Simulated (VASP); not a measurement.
# Sc3Al (Pm-3m) in VASP: a series of runs

Sc3Al is run at these levels: r2SCAN; tasks: single point.

Program: VASP 6.6.1. These are calculated values, not measurements. Logs are shortened: lines on timing, memory, paths and dates and some standing lists are left out, and cuts for length are marked.

### Step 1. The cell of the first run

The structure is cubic, space group Pm-3m (No. 221). Conventional cell: a = 4.294 Å, b = 4.294 Å, c = 4.294 Å, α = 90.00°, β = 90.00°, γ = 90.00°. Sc (site symmetry 4/mmm) has 8 Sc at 3.04 Å and 4 Al at 3.04 Å within 4.0 Å. Al (site symmetry m-3m) has 12 Sc at 3.04 Å within 4.0 Å.

### Step 2. Single point, r2SCAN (strain -0.030 along x and y, -0.030 along z)

POSCAR

```
Sc3Al
1.0
    4.2940972141      0.0000000000      0.0000000000
    0.0000000000      4.2940972141      0.0000000000
    0.0000000000      0.0000000000      4.2940972141
Sc Al
3 1
Direct
    0.5000000000      0.0000000000      0.5000000000
    0.0000000000      0.5000000000      0.5000000000
    0.5000000000      0.5000000000      0.0000000000
    0.0000000000      0.0000000000      0.0000000000
```

INCAR.step1

```
ALGO = Normal
EDIFF = 1E-4
ENCUT = 520
GGA = PE
ISMEAR = 0
LASPH = True
LCHARG = False
LREAL = False
LWAVE = True
NBANDS = 26
NELM = 80
PREC = Accurate
SIGMA = 0.15
```

INCAR.step2

```
ALGO = Normal
EDIFF = 1E-6
ENCUT = 520
ISIF = 2
ISMEAR = 0
ISTART = 1
LASPH = True
LCHARG = False
LMIXTAU = True
LREAL = False
LWAVE = False
METAGGA = R2SCAN
NBANDS = 26
NELM = 80
PREC = Accurate
SIGMA = 0.15
```

KPOINTS

```
k-points
0
Gamma
  12 12 12
```

Potentials or basis: VASP PAW PBE potentials, release 64 (Sc_sv, Al).

Run with:

```console
$ cat potpaw_PBE.64/Sc_sv/POTCAR potpaw_PBE.64/Al/POTCAR > POTCAR
$ cp INCAR.step1 INCAR
$ mpirun -np 1 vasp_std > vasp.out
$ cp INCAR.step2 INCAR
$ mpirun -np 1 vasp_std > vasp.out
```

OUTCAR:

```text
EDIFF = 1E-6
   ENCUT = 520
   ISIF = 2
   ISMEAR = 0
   ISTART = 1
   LASPH = True
   LREAL = False
   METAGGA = R2SCAN
   NELM = 80
   PREC = Accurate

 ion  position               nearest neighbor table
   1  0.500  0.000  0.500-   2 3.04   3 3.04   4 3.04   3 3.04   4 3.04   2 3.04   3 3.04   3 3.04
                             2 3.04   4 3.04   4 3.04   2 3.04
   2  0.000  0.500  0.500-   1 3.04   3 3.04   4 3.04   3 3.04   4 3.04   1 3.04   4 3.04   4 3.04
                             1 3.04   3 3.04   3 3.04   1 3.04
   3  0.500  0.500  0.000-   1 3.04   2 3.04   4 3.04   1 3.04   2 3.04   1 3.04   4 3.04   1 3.04
                             2 3.04   4 3.04   2 3.04   4 3.04
   4  0.000  0.000  0.000-   1 3.04   2 3.04   3 3.04   1 3.04   2 3.04   2 3.04   3 3.04   2 3.04
                             1 3.04   3 3.04   1 3.04   3 3.04

  LATTYP: Found a simple cubic cell.
 ALAT       =     4.2940972141

  Lattice vectors:

 A1 = (   4.2940972141,   0.0000000000,   0.0000000000)
 A2 = (   0.0000000000,   4.2940972141,   0.0000000000)
 A3 = (   0.0000000000,   0.0000000000,   4.2940972141)

Analysis of symmetry for initial positions (statically):
=====================================================================
 Subroutine PRICEL returns:
 Original cell was already a primitive cell.

 Routine SETGRP: Setting up the symmetry group for a
 simple cubic supercell.

 Subroutine GETGRP returns: Found 48 space group operations
 (whereof 48 operations were pure point group operations)
 out of a pool of 48 trial point group operations.

The static configuration has the point symmetry O_h .

Analysis of symmetry for dynamics (positions and initial velocities):
=====================================================================
 Subroutine PRICEL returns:
 Original cell was already a primitive cell.

 Routine SETGRP: Setting up the symmetry group for a
 simple cubic supercell.

 Subroutine GETGRP returns: Found 48 space group operations
 (whereof 48 operations were pure point group operations)
 out of a pool of 48 trial point group operations.

The dynamic configuration has the point symmetry O_h .

 Subroutine INISYM returns: Found 48 space group operations
 (whereof 48 operations are pure point group operations),
 and found     1 'primitive' translations

----------------------------------------------------------------------------------------

                                     Primitive cell

  volume of cell :      79.1800

  direct lattice vectors                    reciprocal lattice vectors
     4.294097214  0.000000000  0.000000000     0.232877820  0.000000000  0.000000000
     0.000000000  4.294097214  0.000000000     0.000000000  0.232877820  0.000000000
     0.000000000  0.000000000  4.294097214     0.000000000  0.000000000  0.232877820

  length of vectors
     4.294097214  4.294097214  4.294097214     0.232877820  0.232877820  0.232877820

  position of ions in fractional coordinates (direct lattice)
     0.500000000  0.000000000  0.500000000
     0.000000000  0.500000000  0.500000000
     0.500000000  0.500000000  0.000000000
     0.000000000  0.000000000  0.000000000

  ion indices of the primitive-cell ions
   primitive index   ion index
                 1           1
                 2           2
                 3           3
                 4           4

----------------------------------------------------------------------------------------

 KPOINTS: k-points

Automatic generation of k-mesh.
 Grid dimensions read from file:
 generate k-points for:   12   12   12

 Generating k-lattice:

  Cartesian coordinates                     Fractional coordinates (reciprocal lattice)
     0.019406485  0.000000000  0.000000000     0.083333333  0.000000000  0.000000000
     0.000000000  0.019406485  0.000000000     0.000000000  0.083333333  0.000000000
     0.000000000  0.000000000  0.019406485     0.000000000  0.000000000  0.083333333

  Length of vectors
     0.019406485  0.019406485  0.019406485

  Shift w.r.t. Gamma in fractional coordinates (k-lattice)
     0.000000000  0.000000000  0.000000000

 Subroutine IBZKPT returns following result:
 ===========================================

 Found     84 irreducible k-points:

 Following reciprocal coordinates:
            Coordinates               Weight
  0.000000  0.000000  0.000000      1.000000
  0.083333  0.000000  0.000000      6.000000
  0.166667  0.000000  0.000000      6.000000
  0.250000  0.000000  0.000000      6.000000
  0.333333  0.000000  0.000000      6.000000
  0.416667  0.000000  0.000000      6.000000
[... 16 lines left out ...]
  0.333333  0.333333  0.000000     12.000000
  0.416667  0.333333  0.000000     24.000000
 [... further k-points ...]
   k-points           NKPTS =     84   k-points in BZ     NKDIM =     84   number of bands    NBANDS=     26
   number of dos      NEDOS =    301   number of ions     NIONS =      4
   total plane-waves  NPLWV =  32768
   dimension x,y,z NGX =    32 NGY =   32 NGZ =   32
   dimension x,y,z NGXF=    64 NGYF=   64 NGZF=   64
   ions per type =               3   1
   NGX,Y,Z   is equivalent  to a cutoff of  12.39, 12.39, 12.39 a.u.
   NGXF,Y,Z  is equivalent  to a cutoff of  24.78, 24.78, 24.78 a.u.
 SYSTEM =  unknown system
   PREC   = accura    normal or accurate (medium, high low for compatibility)
   ISTART =      1    job   : 0-new  1-cont  2-samecut
   ICHARG =      0    charge: 1-file 2-atom 10-const
   ISPIN  =      1    spin polarized calculation?
   LNONCOLLINEAR =      F non collinear calculations
   LSORBIT =      F    spin-orbit coupling
   LASPH  =      T    aspherical Exc in radial PAW
   ENCUT  =  520.0 eV  38.22 Ry    6.18 a.u.   7.98  7.98  7.98*2*pi/ulx,y,z
   NELM   =     80;   NELMIN=  2; NELMDL=  0     # of ELM steps
   EDIFF  = 0.1E-05   stopping-criterion for ELM
   LREAL  =      F    real-space projection
   EDIFFG = 0.1E-04   stopping-criterion for IOM
   NSW    =      0    number of steps for IOM
   IBRION =     -1    ionic relax: 0-MD 1-quasi-New 2-CG
   NFREE  =      0    steps in history (QN), initial steepest desc. (CG)
   ISIF   =      2    stress and relaxation
   ISYM   =      2    0-nonsym 1-usesym 2-fastsym
   POTIM  = 0.5000    time-step for ionic-motion
   TEBEG  =    0.0;   TEEND  =   0.0 temperature during run
   PSTRESS=    0.0 pullay stress
   NELECT =      36.0000    total number of electrons
   NUPDOWN=      -1.0000    fix difference up-down
   EMIN   =  10.00;   EMAX   =-10.00  energy-range for DOS
   EFERMI =   0.00;   METHOD = LEGACY
   ISMEAR =     0;   SIGMA  =   0.15  broadening in eV -4-tet -1-fermi 0-gaus
   EFERMI_NEDOS =   21; number of points for ismear=-14 and -15
   IALGO  =     38    algorithm
   IMIX   =      4    mixing-type and parameters
     AMIX     =   0.40;   BMIX     =  1.00
     AMIX_MAG =   1.60;   BMIX_MAG =  1.00
  volume/ion in A,a.u.               =      19.80       133.58
  Fermi-wavevector in a.u.,A,eV,Ry     =   1.258840  2.378862 21.560848  1.584678
  Thomas-Fermi vector in A             =   2.392429
   LORBIT       =      0    0 simple, 1 ext, 2 COOP (PROOUT), +10 PAW based schemes
   METAGGA = R2SCAN    functional components
   LHFCALC =     F    Hartree Fock is set to
   AEXX    =    0.0000 exact exchange contribution
   IVDW    =     0    specifies the selected vdW correction
   LEPSILON=     F    determine dielectric tensor
   LRPA    =     F    only Hartree local field effects (RPA)
 non-spin polarized calculation
 Gauss-broadening in eV      SIGMA  =   0.15
  energy-cutoff  :      520.00
  volume of cell :       79.18
 maximum number of plane-waves:      2176
 NGX is ok and might be reduce to    32
   NGX = 15   NGY = 15   NGZ = 15

 number of electron      36.0000014 magnetization

 Free energy of the ion-electron system (eV)
  ---------------------------------------------------
  ext. energy  EPLUGINS =         0.00000000
  ---------------------------------------------------
  free energy    TOTEN  =       -41.72535473 eV

  energy without entropy =      -41.67212559  energy(sigma->0) =      -41.69874016

 E-fermi :   5.4670     XC(G=0): -11.2185

 val. band max:        5.4543085996   @ k =   0.3333   0.0833   0.0833
 cond. band min:       5.4688589773   @ k =   0.4167   0.0000   0.0000
 fundamental gap:      0.0145503777
 Fermi energy:         5.4669712815

 k-point     1 :       0.0000    0.0000    0.0000
  band No.  band energies     occupation
      1     -45.8963      2.00000
      2     -45.7475      2.00000
      3     -45.7475      2.00000
      4     -23.8135      2.00000
      5     -23.8135      2.00000
      6     -23.8135      2.00000
[... 18 lines left out ...]
     25       8.1805      0.00000
     26       9.5418      0.00000

 k-point     2 :       0.0833    0.0000    0.0000
  band No.  band energies     occupation
      1     -45.8941      2.00000
      2     -45.7497      2.00000
      3     -45.7474      2.00000
      4     -23.8082      2.00000
      5     -23.8082      2.00000
      6     -23.8057      2.00000
[... 18 lines left out ...]
     25       8.2714      0.00000
     26       9.4952      0.00000

 k-point     3 :       0.1667    0.0000    0.0000
  band No.  band energies     occupation
      1     -45.8875      2.00000
      2     -45.7562      2.00000
      3     -45.7473      2.00000
      4     -23.7929      2.00000
      5     -23.7929      2.00000
      6     -23.7826      2.00000
[... 572 lines left out ...]
 k-point    23 :       0.3333    0.3333    0.0000
  band No.  band energies     occupation
      1     -45.8384      2.00000
      2     -45.7841      2.00000
      3     -45.7670      2.00000
      4     -23.7982      2.00000
      5     -23.6638      2.00000
      6     -23.6637      2.00000
[... 18 lines left out ...]
     25       8.3307      0.00000
     26       8.7694      0.00000

 k-point    24 :       0.4167    0.3333    0.0000
  band No.  band energies     occupation
      1     -45.8274      2.00000
      2     -45.7913      2.00000
      3     -45.7706      2.00000
      4     -23.7919      2.00000
      5     -23.7024      2.00000
      6     -23.6339      2.00000
[... 18 lines left out ...]
     25       8.3570      0.00000
     26       8.5698      0.00000

 [... further k-points ...]

------------------------ aborting loop because EDIFF is reached ----------------------------------------

  FORCE on cell =-STRESS in cart. coord.  units (eV):
  Direction    XX          YY          ZZ          XY          YZ          ZX
  --------------------------------------------------------------------------------------
  -------------------------------------------------------------------------------------
  Total        3.6114891      3.6114891      3.6114891     -0.0000000     -0.0000000      0.0000000
  in kB       73.0770946     73.0770946     73.0770946     -0.0000000     -0.0000000      0.0000000
  external PRESSURE =      73.0770946 kB  Pullay stress =       0.0000000 kB

 VOLUME and BASIS-vectors are now :
 -----------------------------------------------------------------------------
  energy-cutoff  :      520.00
  volume of cell :       79.18
      direct lattice vectors                 reciprocal lattice vectors
     4.294097214  0.000000000  0.000000000     0.232877820  0.000000000  0.000000000
     0.000000000  4.294097214  0.000000000     0.000000000  0.232877820  0.000000000
     0.000000000  0.000000000  4.294097214     0.000000000  0.000000000  0.232877820

 POSITION                                       TOTAL-FORCE (eV/Angst)
 -----------------------------------------------------------------------------------
      2.14705      0.00000      2.14705         0.000000      0.000000      0.000000
      0.00000      2.14705      2.14705         0.000000      0.000000      0.000000
      2.14705      2.14705      0.00000         0.000000      0.000000      0.000000
      0.00000      0.00000      0.00000         0.000000      0.000000      0.000000
 -----------------------------------------------------------------------------------
    total drift:                                0.000000     -0.000000     -0.000000

  FREE ENERGIE OF THE ION-ELECTRON SYSTEM (eV)
  ---------------------------------------------------
  free  energy   TOTEN  =       -41.7253547340 eV

  energy  without entropy=      -41.6721255910  energy(sigma->0) =      -41.69874016
```

Run time: 6.1 min. Hardware: 1 thread of Intel Xeon 8259CL, shared host; peak memory 0.28 GiB.

What came out:

| Item | Value |
| --- | --- |
| Free energy | -41.7254 eV |
| Pressure | 7.3 GPa |
| Band gap on the k mesh | zero (bands 18 and 19 overlap by 1.64 eV) |

Levels at points of the mesh, in eV from the Fermi level:
| k point | band 14 | band 15 | band 16 | band 17 | band 18 | band 19 | band 20 | band 21 | band 22 | band 23 |
| --- | --- | --- | --- | --- | --- | --- | --- | --- | --- | --- |
| (0.00, 0.00, 0.00) | -2.98 | -1.21 | -1.21 | -0.52 | -0.52 | -0.52 | 0.68 | 0.68 | 0.68 | 2.71 |
| (0.50, 0.00, 0.00) | -4.48 | -1.67 | -1.00 | -1.00 | 0.12 | 0.14 | 1.01 | 1.01 | 1.71 | 1.89 |
| (0.50, 0.50, 0.00) | -3.15 | -3.15 | -1.64 | -1.21 | 0.27 | 0.56 | 0.56 | 1.27 | 1.27 | 2.04 |
| (0.50, 0.50, 0.50) | -1.60 | -1.60 | -1.60 | -1.37 | -1.37 | -1.37 | 0.49 | 1.73 | 1.73 | 1.73 |

Caveat: the cell differs from its parent crystal (strain -0.030 along x and y, -0.030 along z); the cell stands under pressure; the PAW data sets were made with another functional, which shifts forces and pressure a little.

### Step 3. Single point, r2SCAN (strain +0.030 along x and y, +0.030 along z)

POSCAR

```
Sc3Al
1.0
    4.5597114747      0.0000000000      0.0000000000
    0.0000000000      4.5597114747      0.0000000000
    0.0000000000      0.0000000000      4.5597114747
Sc Al
3 1
Direct
    0.5000000000      0.0000000000      0.5000000000
    0.0000000000      0.5000000000      0.5000000000
    0.5000000000      0.5000000000      0.0000000000
    0.0000000000      0.0000000000      0.0000000000
```

INCAR.step1

```
PREC = Accurate ; ENCUT = 520
ISMEAR = 0 ; SIGMA = 0.15
LREAL = F ; LASPH = T
NELM = 80 ; NBANDS = 26
GGA = PE ; ALGO = Normal
EDIFF = 1E-4 ; LWAVE = T
LCHARG = F
```

INCAR.step2

```
PREC = Accurate ; ENCUT = 520
EDIFF = 1E-6 ; ISMEAR = 0
SIGMA = 0.15 ; LREAL = F
LASPH = T ; NELM = 80
ALGO = Normal ; ISIF = 2
LWAVE = F ; LCHARG = F
METAGGA = R2SCAN ; LMIXTAU = T
NBANDS = 26 ; ISTART = 1
```

KPOINTS

```
regular mesh
0
Gamma
  12 12 12
```

Potentials or basis: VASP PAW PBE potentials, release 64 (Sc_sv, Al).

Run with:

```console
$ cat potpaw_PBE.64/Sc_sv/POTCAR potpaw_PBE.64/Al/POTCAR > POTCAR
$ cp INCAR.step1 INCAR
$ mpirun -np 1 vasp_std > vasp.out
$ cp INCAR.step2 INCAR
$ mpirun -np 1 vasp_std > vasp.out
```

Wall time 10 min (1 thread of Intel Xeon 8259CL, shared host); peak memory 0.33 GiB.

It converged, with:

```
Free energy            : -41.7747 eV
Pressure               : -4.8 GPa
Band gap on the k mesh : zero (bands 18 and 19 overlap by 1.64 eV)
```

Levels at points of the mesh, in eV from the Fermi level:
```tsv
k point	band 16	band 17	band 18	band 19	band 20	band 21
(0.00, 0.00, 0.00)	-0.93	-0.32	-0.32	-0.32	0.32	0.32
(0.50, 0.00, 0.00)	-0.87	-0.87	0.19	0.19	0.77	0.77
(0.50, 0.50, 0.00)	-1.84	-0.95	0.19	0.54	0.54	1.06
(0.50, 0.50, 0.50)	-1.50	-1.44	-1.44	-1.44	-0.03	1.49
```

Caveat: the cell differs from its parent crystal (strain +0.030 along x and y, +0.030 along z); the cell stands under tension; the PAW data sets were made with another functional, which shifts forces and pressure a little.

The gap in the log of VASP goes by the Fermi energy; the results here count the filled bands.